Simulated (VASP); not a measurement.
# HfC (Fm-3m) in VASP: a series of runs

The runs below take HfC through single point, with LDA.

Program: VASP 6.6.1. These are calculated values, not measurements. Logs are shortened: lines on timing, memory, paths and dates and some standing lists are left out, and cuts for length are marked.

## (1) The cell of the first run

Symmetry: Fm-3m, No. 225, cubic system. The conventional cell has a = 4.650 Å, b = 4.650 Å, c = 4.650 Å, α = 90.00°, β = 90.00°, γ = 90.00°. Within 3.1 Å of Hf (site symmetry m-3m) lie 6 C at 2.33 Å. Within 3.1 Å of C (site symmetry m-3m) lie 6 Hf at 2.33 Å.

## (2) Single point, LDA, collinear spin

INCAR

```
SYSTEM = HfC
  ALGO = Normal
  EDIFF = 1E-6
  ENCUT = 520
  GGA = CA
  ISIF = 2
  ISMEAR = -1
  ISPIN = 2
  LASPH = .TRUE.
  LCHARG = .FALSE.
  LMAXMIX = 4
  LORBIT = 11
  LREAL = .FALSE.
  LWAVE = .FALSE.
  MAGMOM = 0.15 0
  NBANDS = 18
  NELM = 150
  NUPDOWN = 0.15
  PREC = Accurate
  SIGMA = 0.03
```

KPOINTS

```
k-points
0
G
  14 14 14
  0 0 0
```

POSCAR

```
HfC
1.0
    0.0000000000      2.3250000000      2.3250000000
    2.3250000000      0.0000000000      2.3250000000
    2.3250000000      2.3250000000      0.0000000000
Hf C
1 1
Direct
    0.5000000000      0.5000000000      0.5000000000
    0.0000000000      0.0000000000      0.0000000000
```

Potentials or basis: VASP PAW LDA potentials, release 64 (Hf_pv, C).

On the command line:

```console
cat potpaw_LDA.64/Hf_pv/POTCAR potpaw_LDA.64/C/POTCAR > POTCAR
mpirun -np 1 vasp_std > vasp.out
```

OUTCAR:

```text
SYSTEM = HfC
   EDIFF = 1E-6
   ENCUT = 520
   GGA = CA
   ISIF = 2
   ISMEAR = -1
   ISPIN = 2
   LASPH = .TRUE.
   LORBIT = 11
   LREAL = .FALSE.
   NELM = 150
   NUPDOWN = 0.15
   PREC = Accurate

 ion  position               nearest neighbor table
   1  0.500  0.500  0.500-   2 2.33   2 2.33   2 2.33   2 2.33   2 2.33   2 2.33
   2  0.000  0.000  0.000-   1 2.33   1 2.33   1 2.33   1 2.33   1 2.33   1 2.33

  LATTYP: Found a face centered cubic cell.
 ALAT       =     4.6500000000

  Lattice vectors:

 A1 = (   0.0000000000,   2.3250000000,   2.3250000000)
 A2 = (   2.3250000000,   0.0000000000,   2.3250000000)
 A3 = (   2.3250000000,   2.3250000000,   0.0000000000)

Analysis of symmetry for initial positions (statically):
=====================================================================
 Subroutine PRICEL returns:
 Original cell was already a primitive cell.

 Routine SETGRP: Setting up the symmetry group for a
 face centered cubic supercell.

 Subroutine GETGRP returns: Found 48 space group operations
 (whereof 48 operations were pure point group operations)
 out of a pool of 48 trial point group operations.

The static configuration has the point symmetry O_h .

Analysis of symmetry for dynamics (positions and initial velocities):
=====================================================================
 Subroutine PRICEL returns:
 Original cell was already a primitive cell.

 Routine SETGRP: Setting up the symmetry group for a
 face centered cubic supercell.

 Subroutine GETGRP returns: Found 48 space group operations
 (whereof 48 operations were pure point group operations)
 out of a pool of 48 trial point group operations.

The dynamic configuration has the point symmetry O_h .

Analysis of structural, dynamic, and magnetic symmetry:
=====================================================================
 Subroutine PRICEL returns:
 Original cell was already a primitive cell.

 Routine SETGRP: Setting up the symmetry group for a
 face centered cubic supercell.

 Subroutine GETGRP returns: Found 48 space group operations
 (whereof 48 operations were pure point group operations)
 out of a pool of 48 trial point group operations.

The overall configuration has the point symmetry O_h .

 Subroutine INISYM returns: Found 48 space group operations
 (whereof 48 operations are pure point group operations),
 and found     1 'primitive' translations

----------------------------------------------------------------------------------------

                                     Primitive cell

  volume of cell :      25.1362

  direct lattice vectors                    reciprocal lattice vectors
     0.000000000  2.325000000  2.325000000    -0.215053763  0.215053763  0.215053763
     2.325000000  0.000000000  2.325000000     0.215053763 -0.215053763  0.215053763
     2.325000000  2.325000000  0.000000000     0.215053763  0.215053763 -0.215053763

  length of vectors
     3.288046533  3.288046533  3.288046533     0.372484045  0.372484045  0.372484045

  position of ions in fractional coordinates (direct lattice)
     0.500000000  0.500000000  0.500000000
     0.000000000  0.000000000  0.000000000

  ion indices of the primitive-cell ions
   primitive index   ion index
                 1           1
                 2           2

----------------------------------------------------------------------------------------

 KPOINTS: k-points

Automatic generation of k-mesh.
 Grid dimensions read from file:
 generate k-points for:   14   14   14

 Generating k-lattice:

  Cartesian coordinates                     Fractional coordinates (reciprocal lattice)
    -0.015360983  0.015360983  0.015360983     0.071428571  0.000000000  0.000000000
     0.015360983 -0.015360983  0.015360983     0.000000000  0.071428571  0.000000000
     0.015360983  0.015360983 -0.015360983     0.000000000  0.000000000  0.071428571

  Length of vectors
     0.026606003  0.026606003  0.026606003

  Shift w.r.t. Gamma in fractional coordinates (k-lattice)
     0.000000000  0.000000000  0.000000000

 Subroutine IBZKPT returns following result:
 ===========================================

 Found    104 irreducible k-points:

 Following reciprocal coordinates:
            Coordinates               Weight
  0.000000  0.000000  0.000000      1.000000
  0.071429  0.000000  0.000000      8.000000
  0.142857  0.000000  0.000000      8.000000
  0.214286  0.000000  0.000000      8.000000
  0.285714  0.000000  0.000000      8.000000
  0.357143  0.000000  0.000000      8.000000
[... 16 lines left out ...]
  0.214286  0.142857  0.000000     24.000000
  0.285714  0.142857  0.000000     24.000000
 [... further k-points ...]
   k-points           NKPTS =    104   k-points in BZ     NKDIM =    104   number of bands    NBANDS=     18
   number of dos      NEDOS =    301   number of ions     NIONS =      2
   total plane-waves  NPLWV =  13824
   dimension x,y,z NGX =    24 NGY =   24 NGZ =   24
   dimension x,y,z NGXF=    48 NGYF=   48 NGZF=   48
   ions per type =               1   1
   NGX,Y,Z   is equivalent  to a cutoff of  12.13, 12.13, 12.13 a.u.
   NGXF,Y,Z  is equivalent  to a cutoff of  24.27, 24.27, 24.27 a.u.
 SYSTEM =  HfC
   PREC   = accura    normal or accurate (medium, high low for compatibility)
   ISTART =      0    job   : 0-new  1-cont  2-samecut
   ICHARG =      2    charge: 1-file 2-atom 10-const
   ISPIN  =      2    spin polarized calculation?
   LNONCOLLINEAR =      F non collinear calculations
   LSORBIT =      F    spin-orbit coupling
   LASPH  =      T    aspherical Exc in radial PAW
   ENCUT  =  520.0 eV  38.22 Ry    6.18 a.u.   6.11  6.11  6.11*2*pi/ulx,y,z
   NELM   =    150;   NELMIN=  2; NELMDL= -5     # of ELM steps
   EDIFF  = 0.1E-05   stopping-criterion for ELM
   LREAL  =      F    real-space projection
   EDIFFG = 0.1E-04   stopping-criterion for IOM
   NSW    =      0    number of steps for IOM
   IBRION =     -1    ionic relax: 0-MD 1-quasi-New 2-CG
   NFREE  =      0    steps in history (QN), initial steepest desc. (CG)
   ISIF   =      2    stress and relaxation
   ISYM   =      2    0-nonsym 1-usesym 2-fastsym
   POTIM  = 0.5000    time-step for ionic-motion
   TEBEG  =    0.0;   TEEND  =   0.0 temperature during run
   PSTRESS=    0.0 pullay stress
   NELECT =      14.0000    total number of electrons
   NUPDOWN=       0.1500    fix difference up-down
   EMIN   =  10.00;   EMAX   =-10.00  energy-range for DOS
   EFERMI =   0.00;   METHOD = LEGACY
   ISMEAR =    -1;   SIGMA  =   0.03  broadening in eV -4-tet -1-fermi 0-gaus
   EFERMI_NEDOS =   21; number of points for ismear=-14 and -15
   IALGO  =     38    algorithm
   IMIX   =      4    mixing-type and parameters
     AMIX     =   0.40;   BMIX     =  1.00
     AMIX_MAG =   1.60;   BMIX_MAG =  1.00
  volume/ion in A,a.u.               =      12.57        84.81
  Fermi-wavevector in a.u.,A,eV,Ry     =   1.346949  2.545365 24.684672  1.814272
  Thomas-Fermi vector in A             =   2.474740
   LORBIT       =     11    0 simple, 1 ext, 2 COOP (PROOUT), +10 PAW based schemes
   GGA     = CA    functional components
   LHFCALC =     F    Hartree Fock is set to
   AEXX    =    0.0000 exact exchange contribution
   IVDW    =     0    specifies the selected vdW correction
   LEPSILON=     F    determine dielectric tensor
   LRPA    =     F    only Hartree local field effects (RPA)
 spin polarized calculation
  energy-cutoff  :      520.00
  volume of cell :       25.14
 maximum number of plane-waves:       700
   NGX = 13   NGY = 13   NGZ = 13

 number of electron      14.0000000 magnetization       0.1500000

 Free energy of the ion-electron system (eV)
  ---------------------------------------------------
  ext. energy  EPLUGINS =         0.00000000
  ---------------------------------------------------
  free energy    TOTEN  =       -22.81647422 eV

  energy without entropy =      -22.81526922  energy(sigma->0) =      -22.81587172

 E-fermi :   5.4440     XC(G=0): -12.4886

 val. band max:        6.2423368659   @ k =  -0.4286   0.5000   0.0714
 cond. band min:       5.4861002714   @ k =   0.4286   0.3571   0.0000
 fundamental gap:     -0.7562365946
 Fermi energy:         6.2713748484

 spin component 1

 k-point     1 :       0.0000    0.0000    0.0000
  band No.  band energies     occupation
      1     -23.5549      1.00000
      2     -23.5549      1.00000
      3     -23.5549      1.00000
      4      -6.3496      1.00000
      5       6.7988      0.00000
      6       6.7988      0.00000
[... 10 lines left out ...]
     17      30.3654      0.00000
     18      30.3654      0.00000
[... 463 lines left out ...]
 k-point    24 :       0.2857    0.1429    0.0000
  band No.  band energies     occupation
      1     -23.9022      1.00000
      2     -23.6416      1.00000
      3     -23.6304      1.00000
      4      -4.7833      1.00000
      5       2.3790      1.00000
      6       4.1411      1.00000
[... 10 lines left out ...]
     17      23.4464      0.00000
     18      26.1345      0.00000

 [... further k-points ...]

 spin component 2

 k-point     1 :       0.0000    0.0000    0.0000
  band No.  band energies     occupation
      1     -23.5399      1.00000
      2     -23.5399      1.00000
      3     -23.5399      1.00000
      4      -6.2526      1.00000
      5       6.9292      0.00000
      6       6.9292      0.00000
[... 10 lines left out ...]
     17      30.4167      0.00000
     18      30.4167      0.00000
[... 463 lines left out ...]
 k-point    24 :       0.2857    0.1429    0.0000
  band No.  band energies     occupation
      1     -23.8857      1.00000
      2     -23.6263      1.00000
      3     -23.6152      1.00000
      4      -4.6808      1.00000
      5       2.4693      1.00000
      6       4.2221      1.00000
[... 10 lines left out ...]
     17      23.4977      0.00000
     18      26.1829      0.00000

 [... further k-points ...]

------------------------ aborting loop because EDIFF is reached ----------------------------------------

  FORCE on cell =-STRESS in cart. coord.  units (eV):
  Direction    XX          YY          ZZ          XY          YZ          ZX
  --------------------------------------------------------------------------------------
  -------------------------------------------------------------------------------------
  Total       -1.8171651     -1.8171651     -1.8171651      0.0000000      0.0000000     -0.0000000
  in kB     -115.8260130   -115.8260130   -115.8260130      0.0000000      0.0000000     -0.0000000
  external PRESSURE =    -115.8260130 kB  Pullay stress =       0.0000000 kB

 VOLUME and BASIS-vectors are now :
 -----------------------------------------------------------------------------
  energy-cutoff  :      520.00
  volume of cell :       25.14
      direct lattice vectors                 reciprocal lattice vectors
     0.000000000  2.325000000  2.325000000    -0.215053763  0.215053763  0.215053763
     2.325000000  0.000000000  2.325000000     0.215053763 -0.215053763  0.215053763
     2.325000000  2.325000000  0.000000000     0.215053763  0.215053763 -0.215053763

 POSITION                                       TOTAL-FORCE (eV/Angst)
 -----------------------------------------------------------------------------------
      2.32500      2.32500      2.32500        -0.000000      0.000000      0.000000
      0.00000      0.00000      0.00000         0.000000     -0.000000     -0.000000
 -----------------------------------------------------------------------------------
    total drift:                                0.000000     -0.000000      0.000000

  FREE ENERGIE OF THE ION-ELECTRON SYSTEM (eV)
  ---------------------------------------------------
  free  energy   TOTEN  =       -22.8164742160 eV

  energy  without entropy=      -22.8152692171  energy(sigma->0) =      -22.81587172

 total charge

# of ion       s       p       d       tot
------------------------------------------
    1        0.313   6.623   1.698   8.635
    2        0.864   1.507   0.000   2.372
--------------------------------------------------
tot          1.177   8.131   1.698  11.006

 magnetization (x)

# of ion       s       p       d       tot
------------------------------------------
    1       -0.000   0.015   0.022   0.037
    2        0.002   0.057   0.000   0.060
--------------------------------------------------
tot          0.002   0.073   0.022   0.097
```

Wall time 73 s (1 thread of Intel Xeon 8259CL, shared host); peak memory 0.19 GiB.

What came out:

```
Free energy                                           : -22.8165 eV
Pressure                                              : -11.6 GPa
Net moment                                            : 0.15 μB per cell
Site moments                                          : Hf +0.04; C +0.06 μB
Valence electrons inside the program's atomic spheres : Hf 8.63; C 2.37
```

Caveat: the cell stands under tension; spin-orbit coupling is left out, which moves the levels of the heavy elements; the total moment is fixed, so each spin has its own Fermi level.

## (3) Single point, LDA, collinear spin

INCAR

```
PREC = Accurate
ENCUT = 520
EDIFF = 1E-6
ISMEAR = -1
SIGMA = 0.03
LREAL = False
LASPH = True
NELM = 150
ALGO = Normal
ISIF = 2
LWAVE = False
LCHARG = False
ISPIN = 2
MAGMOM = 0.15 0
LORBIT = 11
NUPDOWN = 0.15
LMAXMIX = 4
NBANDS = 18
```

KPOINTS

```
regular mesh
0
Gamma
  14 14 14
```

POSCAR is that of step 2.

Potentials or basis: VASP PAW LDA potentials, release 64 (Hf_pv, C).

On the command line:

```console
cat potpaw_LDA.64/Hf_pv/POTCAR potpaw_LDA.64/C/POTCAR > POTCAR
mpirun -np 1 vasp_std > vasp.out
```

Run time: 78 s. Hardware: 1 thread of Intel Xeon 8259CL, shared host; peak memory 0.19 GiB.

The run converged. Its results:

```
Free energy                                           : -22.8165 eV
Pressure                                              : -11.6 GPa
Net moment                                            : 0.15 μB per cell
Site moments                                          : Hf +0.04; C +0.06 μB
Valence electrons inside the program's atomic spheres : Hf 8.63; C 2.37
```

Caveat: the cell stands under tension; spin-orbit coupling is left out, which moves the levels of the heavy elements; the total moment is fixed, so each spin has its own Fermi level.

## (4) Single point, LDA, collinear spin

INCAR

```
  PREC = Accurate
  ENCUT = 520
  EDIFF = 1E-6
  ISMEAR = -1
  SIGMA = 0.03
  LREAL = False
  LASPH = True
  NELM = 150
  ALGO = Normal
  ISIF = 2
  LWAVE = False
  LCHARG = True
  ISPIN = 2
  MAGMOM = 0.3 0
  LORBIT = 11
  NUPDOWN = 0.3
  LMAXMIX = 4
  GGA = CA
  LELF = True
  LVHAR = True
  NBANDS = 18
```

KPOINTS is that of step 3.

POSCAR is that of step 3.

On the command line:

```console
cat potpaw_LDA.64/Hf_pv/POTCAR potpaw_LDA.64/C/POTCAR > POTCAR
mpirun -np 1 vasp_std > vasp.out
```

Wall time 70 s (1 thread of Intel Xeon 8259CL, shared host); peak memory 0.19 GiB.

The run converged. Its results:

```yaml
Free_energy: -22.7226 eV
Pressure: -11.3 GPa
Net_moment: 0.30 μB per cell
Site_moments: Hf +0.09; C +0.11 μB
Valence_electrons_inside_the_program's_atomic_spheres: Hf 8.64; C 2.37
```

Caveat: the cell stands under tension; spin-orbit coupling is left out, which moves the levels of the heavy elements; the total moment is fixed, so each spin has its own Fermi level.
